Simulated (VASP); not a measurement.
Input of a VASP 6.6.1 run:

Contents of INCAR:

```
  PREC = Accurate
  ENCUT = 520
  EDIFF = 1E-7
  ISMEAR = 0
  SIGMA = 0.15
  LREAL = False
  LASPH = True
  NELM = 80
  ALGO = Normal
  ISIF = 2
  LWAVE = False
  LCHARG = False
  GGA = PS
  NBANDS = 26
```

The input KPOINTS:

```
regular mesh
0
Gamma
  10 10 10
```

POSCAR

```
Si
1.0
   -3.1182102778      3.1182102778      3.5179648354
    3.1182102778     -3.1182102778      3.5179648354
    3.1182102778      3.1182102778     -3.5179648354
Si
8
Direct
    0.2047947401      0.2047947401      0.2047947401
    0.5000000000      0.0000000000      0.2952052599
    0.2952052599      0.5000000000      0.0000000000
    0.0000000000      0.2952052599      0.5000000000
    0.7952052599      0.7952052599      0.7952052599
    0.5000000000      0.0000000000      0.7047947401
    0.7047947401      0.5000000000      0.0000000000
    0.0000000000      0.7047947401      0.5000000000
```

Potentials or basis: VASP PAW PBE potentials, release 64 (Si).

Command:

```bash
$ cat potpaw_PBE.64/Si/POTCAR > POTCAR
$ mpirun -np 1 vasp_std > vasp.out
```

Problem. Predict the pressure.

Solution. 6.2 GPa.

Problem. What does it give for the band gap on the k mesh?

Solution. Zero (bands 16 and 17 overlap by 0.70 eV).

Problem. What does it give for the largest force?

Solution. 1.049 eV/Å.

Stress tensor (GPa, compression positive):
```
11.90  0.00  0.00
 0.00 13.23  0.00
 0.00  0.00 -6.48
```

Caveat: the stress differs along the axes, from -6 to 13 GPa; semilocal functionals underestimate gaps, and a narrow one can read as zero; the PAW data sets were made with another functional, which shifts forces and pressure a little.
